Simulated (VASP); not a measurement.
# Li15ZrCl16 (a cell with a defect) in VASP: single point with PBEsol

Aim: the single point of Li15ZrCl16 (a cell with a defect) with PBEsol.

Program: VASP 6.6.1. These are calculated values, not measurements. Logs are shortened: lines on timing, memory, paths and dates and some standing lists are left out, and cuts for length are marked.

### Step 1. The cell of the first run

The cell holds a defect, 64 atoms: a = 10.133 Å, b = 10.133 Å, c = 10.133 Å, α = 90.00°, β = 90.00°, γ = 90.00°.

### Step 2. Single point, PBEsol

File INCAR:

```
SYSTEM = Li15ZrCl16
ALGO     = Normal         ! electronic algorithm
EDIFF    = 1E-6           ! SCF threshold, eV
ENCUT    = 650            ! plane-wave cutoff, eV
GGA      = PS             ! functional
GGA_COMPAT= .False.      
ISIF     = 2              ! what is computed and relaxed
ISMEAR   = -1             ! smearing method
ISYM     = 0            
LASPH    = .True.         ! aspherical terms in the spheres
LCHARG   = .False.        ! write CHGCAR
LREAL    = Auto         
LWAVE    = .False.        ! write WAVECAR
NBANDS   = 207            ! bands
NELM     = 120            ! most SCF steps
PREC     = Accurate       ! precision mode
SIGMA    = 0.05           ! smearing width, eV
```

File KPOINTS:

```
Automatic mesh
0
Gamma
  1 1 1
  0.25 0.25 0.25
```

File POSCAR:

```
Li15ZrCl16
1.0
   10.1327090000      0.0000000000      0.0000000000
    0.0000000000     10.1327090000      0.0000000000
    0.0000000000      0.0000000000     10.1327090000
Cl Li Zr
32 30 2
Direct
    0.2495820000      0.9985890000      0.0005490000
    0.2517600000      0.0036900000      0.5006840000
    0.2495540000      0.5006220000      0.0004490000
    0.2328290000      0.5173330000      0.5003610000
    0.7503420000      0.9998010000      0.0003370000
    0.7519160000      0.9982400000      0.5003690000
    0.7515630000      0.5005420000      0.0002780000
    0.7464160000      0.4983970000      0.5000490000
    0.9985640000      0.2496650000      0.0004970000
    0.0036700000      0.2517190000      0.5006710000
    0.9998590000      0.7503120000      0.0004180000
    0.9982540000      0.7519300000      0.5004020000
    0.5006150000      0.2494870000      0.0004830000
    0.5172210000      0.2329210000      0.5002840000
    0.5005480000      0.7515540000      0.0002680000
    0.4984400000      0.7464480000      0.5000540000
    0.9999640000      0.9998910000      0.2512750000
    0.9997160000      0.9997370000      0.7497480000
    0.9994600000      0.5000860000      0.2502720000
    0.9990460000      0.4995650000      0.7506850000
    0.5000570000      0.9994930000      0.2502540000
    0.4995310000      0.9991190000      0.7506560000
    0.5050090000      0.5049340000      0.2409210000
    0.5045440000      0.5044630000      0.7589890000
    0.2456730000      0.2457420000      0.2418720000
    0.2450830000      0.2450410000      0.7598990000
    0.2506010000      0.7510670000      0.2501350000
    0.2500790000      0.7506410000      0.7505440000
    0.7510910000      0.2505700000      0.2500270000
    0.7505380000      0.2501440000      0.7504790000
    0.7504120000      0.7504350000      0.2509810000
    0.7501860000      0.7502190000      0.7494630000
    0.9999500000      0.9999490000      0.0004080000
    0.9984000000      0.9984150000      0.5004770000
    0.0016830000      0.5002700000      0.0003470000
    0.9924860000      0.5003530000      0.5005750000
    0.5002270000      0.0016710000      0.0003740000
    0.5003140000      0.9924990000      0.5005920000
    0.4982080000      0.4983430000      0.0003430000
    0.2518490000      0.2519800000      0.0004230000
    0.2500270000      0.7485460000      0.0004180000
    0.2498350000      0.7577510000      0.5002100000
    0.7485160000      0.2500030000      0.0003260000
    0.7575830000      0.2499140000      0.5001630000
    0.7502270000      0.7501740000      0.0003500000
    0.7518480000      0.7518560000      0.5002310000
    0.2503910000      0.9969340000      0.2465730000
    0.2502270000      0.9966640000      0.7545510000
    0.2561510000      0.4945920000      0.2592020000
    0.2556530000      0.4938540000      0.7414770000
    0.7498330000      0.0004230000      0.2496430000
    0.7495290000      0.0003330000      0.7511720000
    0.7534780000      0.4997780000      0.2462420000
    0.7534750000      0.4998120000      0.7541220000
    0.9967680000      0.2504310000      0.2466000000
    0.9965690000      0.2503720000      0.7544880000
    0.0006040000      0.7498580000      0.2496090000
    0.0003540000      0.7497120000      0.7511420000
    0.4946690000      0.2560520000      0.2589760000
    0.4939600000      0.2556220000      0.7416170000
    0.4998320000      0.7534680000      0.2463090000
    0.4996890000      0.7533810000      0.7541050000
    0.4772440000      0.4773220000      0.4997100000
    0.2728130000      0.2729030000      0.5011420000
```

Potentials or basis: VASP PAW PBE potentials, release 64 (Cl, Li_sv, Zr_sv).

Started as:

```sh
cat potpaw_PBE.64/Cl/POTCAR potpaw_PBE.64/Li_sv/POTCAR potpaw_PBE.64/Zr_sv/POTCAR > POTCAR
mpirun -np 1 vasp_std > vasp.out
```

OUTCAR:

```text
SYSTEM = Li15ZrCl16
   EDIFF = 1E-6
   ENCUT = 650
   GGA = PS
   ISIF = 2
   ISMEAR = -1
   ISYM = 0
   LASPH = .True.
   LREAL = Auto
   NELM = 120
   PREC = Accurate

 ion  position               nearest neighbor table
   1  0.250  0.999  0.001-  48 2.49  47 2.49  33 2.53  41 2.53  37 2.54  40 2.57
   2  0.252  0.004  0.501-  42 2.49  38 2.52  34 2.57  48 2.57  47 2.58  64 2.74
   3  0.250  0.501  0.000-  35 2.51  41 2.51  40 2.52  39 2.52  49 2.62  50 2.63
   4  0.233  0.517  0.500-  36 2.44  42 2.44  50 2.47  49 2.47  63 2.51  64 2.51
   5  0.750  1.000  0.000-  52 2.52  51 2.53  33 2.53  45 2.53  37 2.53  43 2.54
   6  0.752  0.998  0.500-  46 2.50  34 2.50  51 2.54  52 2.54  38 2.55  44 2.55
[... 54 lines left out ...]
  61  0.500  0.753  0.246-  15 2.49  21 2.49  23 2.52  27 2.53  31 2.54  16 2.57
  62  0.500  0.753  0.754-  22 2.49  15 2.49  24 2.52  28 2.53  32 2.54  16 2.58
  63  0.477  0.477  0.500-  14 2.51   4 2.51  23 2.65  24 2.66  16 2.74   8 2.74  64 2.93
  64  0.273  0.273  0.501-  14 2.51   4 2.51  26 2.65  25 2.66  10 2.74   2 2.74  63 2.93

IMPORTANT INFORMATION: All symmetrisations will be switched off!
NOSYMM: (Re-)initialisation of all symmetry stuff for point group C_1.

----------------------------------------------------------------------------------------

                                     Primitive cell

  volume of cell :    1040.3434

  direct lattice vectors                    reciprocal lattice vectors
    10.132709000  0.000000000  0.000000000     0.098690291  0.000000000  0.000000000
     0.000000000 10.132709000  0.000000000     0.000000000  0.098690291  0.000000000
     0.000000000  0.000000000 10.132709000     0.000000000  0.000000000  0.098690291

  length of vectors
    10.132709000 10.132709000 10.132709000     0.098690291  0.098690291  0.098690291

  position of ions in fractional coordinates (direct lattice)
     0.249582000  0.998589000  0.000549000
     0.251760000  0.003690000  0.500684000
     0.249554000  0.500622000  0.000449000
     0.232829000  0.517333000  0.500361000
     0.750342000  0.999801000  0.000337000
     0.751916000  0.998240000  0.500369000
[... 56 lines left out ...]
     0.477244000  0.477322000  0.499710000
     0.272813000  0.272903000  0.501142000

  ion indices of the primitive-cell ions
   primitive index   ion index
                 1           1
                 2           2
                 3           3
                 4           4
                 5           5
                 6           6
[... 56 lines left out ...]
                63          63
                64          64
[... 54 lines left out ...]
   NSW    =      0    number of steps for IOM
   IBRION =     -1    ionic relax: 0-MD 1-quasi-New 2-CG
   NFREE  =      0    steps in history (QN), initial steepest desc. (CG)
   ISIF   =      2    stress and relaxation
   ISYM   =      0    0-nonsym 1-usesym 2-fastsym
   POTIM  = 0.5000    time-step for ionic-motion
   TEBEG  =    0.0;   TEEND  =   0.0 temperature during run
   PSTRESS=    0.0 pullay stress
   NELECT =     338.0000    total number of electrons
   NUPDOWN=      -1.0000    fix difference up-down
   EMIN   =  10.00;   EMAX   =-10.00  energy-range for DOS
   EFERMI =   0.00;   METHOD = LEGACY
   ISMEAR =    -1;   SIGMA  =   0.05  broadening in eV -4-tet -1-fermi 0-gaus
   EFERMI_NEDOS =   21; number of points for ismear=-14 and -15
   IALGO  =     38    algorithm
   IMIX   =      4    mixing-type and parameters
     AMIX     =   0.40;   BMIX     =  1.00
     AMIX_MAG =   1.60;   BMIX_MAG =  1.00
  volume/ion in A,a.u.               =      16.26       109.70
  Fermi-wavevector in a.u.,A,eV,Ry     =   1.125438  2.126769 17.233278  1.266610
  Thomas-Fermi vector in A             =   2.262115
   LORBIT       =      0    0 simple, 1 ext, 2 COOP (PROOUT), +10 PAW based schemes
   GGA     = PS    functional components
   LHFCALC =     F    Hartree Fock is set to
   AEXX    =    0.0000 exact exchange contribution
   IVDW    =     0    specifies the selected vdW correction
   LEPSILON=     F    determine dielectric tensor
   LRPA    =     F    only Hartree local field effects (RPA)
 non-spin polarized calculation
  energy-cutoff  :      650.00
  volume of cell :     1040.34
 maximum number of plane-waves:     39213
   NGX = 43   NGY = 43   NGZ = 43

 number of electron     337.9999907 magnetization

 Free energy of the ion-electron system (eV)
  ---------------------------------------------------
  ext. energy  EPLUGINS =         0.00000000
  ---------------------------------------------------
  free energy    TOTEN  =      -251.21719304 eV

  energy without entropy =     -251.18383960  energy(sigma->0) =     -251.20051632

 E-fermi :   6.6105     XC(G=0):  -9.2735

 val. band max:        6.4524253778   @ k =  -0.2500  -0.2500   0.2500
 cond. band min:       6.7649894156   @ k =   0.2500  -0.2500   0.2500
 fundamental gap:      0.3125640378
 Fermi energy:         6.6104553143

 k-point     1 :       0.2500    0.2500    0.2500
  band No.  band energies     occupation
      1     -42.7922      2.00000
      2     -42.7237      2.00000
      3     -41.6215      2.00000
      4     -41.6212      2.00000
      5     -41.6205      2.00000
      6     -41.6200      2.00000
[... 725 lines left out ...]
    180       8.5758      0.00000
    181       8.6383      0.00000
 [bands above 181 left out]

------------------------ aborting loop because EDIFF is reached ----------------------------------------

  FORCE on cell =-STRESS in cart. coord.  units (eV):
  Direction    XX          YY          ZZ          XY          YZ          ZX
  --------------------------------------------------------------------------------------
  -------------------------------------------------------------------------------------
  Total        2.3701412      2.3692921      3.2779227     -0.8036057      0.0122731      0.0079386
  in kB        3.6501280      3.6488203      5.0481538     -1.2375903      0.0189012      0.0122257
  external PRESSURE =       4.1157007 kB  Pullay stress =       0.0000000 kB

 VOLUME and BASIS-vectors are now :
 -----------------------------------------------------------------------------
  energy-cutoff  :      650.00
  volume of cell :     1040.34
      direct lattice vectors                 reciprocal lattice vectors
    10.132709000  0.000000000  0.000000000     0.098690291  0.000000000  0.000000000
     0.000000000 10.132709000  0.000000000     0.000000000  0.098690291  0.000000000
     0.000000000  0.000000000 10.132709000     0.000000000  0.000000000  0.098690291

 POSITION                                       TOTAL-FORCE (eV/Angst)
 -----------------------------------------------------------------------------------
      2.52894     10.11841      0.00556         0.003532      0.000677      0.000730
      2.55101      0.03739      5.07329        -0.000973     -0.013437     -0.004102
      2.52866      5.07266      0.00455        -0.000213     -0.000091     -0.003344
      2.35919      5.24198      5.07001        -0.080586      0.079378      0.003185
      7.60300     10.13069      0.00341         0.000541     -0.000764     -0.000606
      7.61895     10.11488      5.07009         0.008780     -0.006678      0.001133
[... 56 lines left out ...]
      4.83577      4.83656      5.06342         0.001983      0.001788      0.042065
      2.76433      2.76525      5.07793        -0.001494     -0.002928     -0.045211
 -----------------------------------------------------------------------------------
    total drift:                                0.015582      0.011703      0.007211

  FREE ENERGIE OF THE ION-ELECTRON SYSTEM (eV)
  ---------------------------------------------------
  free  energy   TOTEN  =      -251.2171930365 eV

  energy  without entropy=     -251.1838395971  energy(sigma->0) =     -251.20051632
```

Run time: 80 min. Hardware: 1 thread of Intel Xeon 8259CL, shared host; peak memory 1.6 GiB.

What came out:

```
Free energy            : -251.2172 eV
Pressure               : 0.4 GPa
Largest force          : 0.116 eV/Å
Band gap on the k mesh : 0.31 eV
```

Forces on the atoms (eV/Å):
```
Cl   0.004  0.001  0.001
Cl  -0.001 -0.013 -0.004
Cl   0.000  0.000 -0.003
Cl  -0.081  0.079  0.003
Cl   0.001 -0.001 -0.001
Cl   0.009 -0.007  0.001
Cl   0.001 -0.001 -0.005
Cl   0.017  0.000  0.004
Cl   0.001  0.001  0.002
Cl  -0.016  0.000 -0.004
Cl  -0.003  0.001 -0.003
Cl  -0.009  0.010  0.001
Cl   0.001  0.002 -0.004
Cl   0.081 -0.083  0.002
Cl  -0.002  0.002 -0.005
Cl  -0.001  0.016  0.005
Cl   0.001  0.004  0.001
Cl   0.001  0.002 -0.001
Cl  -0.006 -0.007  0.002
Cl  -0.001  0.005 -0.007
Cl  -0.007 -0.006  0.002
Cl   0.004 -0.002 -0.006
Cl   0.003  0.003 -0.003
Cl   0.014  0.016  0.012
Cl  -0.016 -0.017 -0.011
Cl  -0.003 -0.001  0.007
Cl  -0.004  0.003  0.005
Cl   0.007  0.008 -0.002
Cl   0.001 -0.005  0.007
Cl   0.009  0.005 -0.002
Cl  -0.003 -0.004  0.002
Cl   0.000 -0.001  0.002
Li   0.000  0.000  0.000
Li  -0.006 -0.005  0.002
Li   0.003  0.000  0.005
Li  -0.001  0.002 -0.004
Li   0.000  0.003  0.005
Li   0.002  0.000 -0.004
Li  -0.002 -0.004 -0.008
Li   0.004  0.002  0.011
Li   0.000 -0.005  0.000
Li  -0.002 -0.001  0.004
Li  -0.005  0.000  0.000
Li   0.000 -0.003  0.004
Li  -0.001  0.000  0.000
Li   0.005  0.004 -0.001
Li   0.004  0.001  0.000
Li   0.000 -0.006 -0.003
Li   0.000 -0.005  0.002
Li   0.006  0.002 -0.003
Li  -0.002  0.002 -0.002
Li  -0.001  0.003  0.000
Li   0.005  0.002  0.000
Li  -0.005 -0.003  0.001
Li   0.003  0.003 -0.001
Li  -0.005 -0.002 -0.003
Li   0.001 -0.003 -0.001
Li   0.003 -0.002  0.001
Li  -0.005  0.001  0.004
Li   0.000  0.005 -0.004
Li   0.001  0.004  0.000
Li  -0.003 -0.003  0.000
Zr   0.002  0.002  0.042
Zr  -0.001 -0.003 -0.045
```

Stress tensor (GPa, compression positive):
```
 0.37 -0.12  0.00
-0.12  0.36  0.00
 0.00  0.00  0.50
```

Caveat: the PAW data sets were made with another functional, which shifts forces and pressure a little.
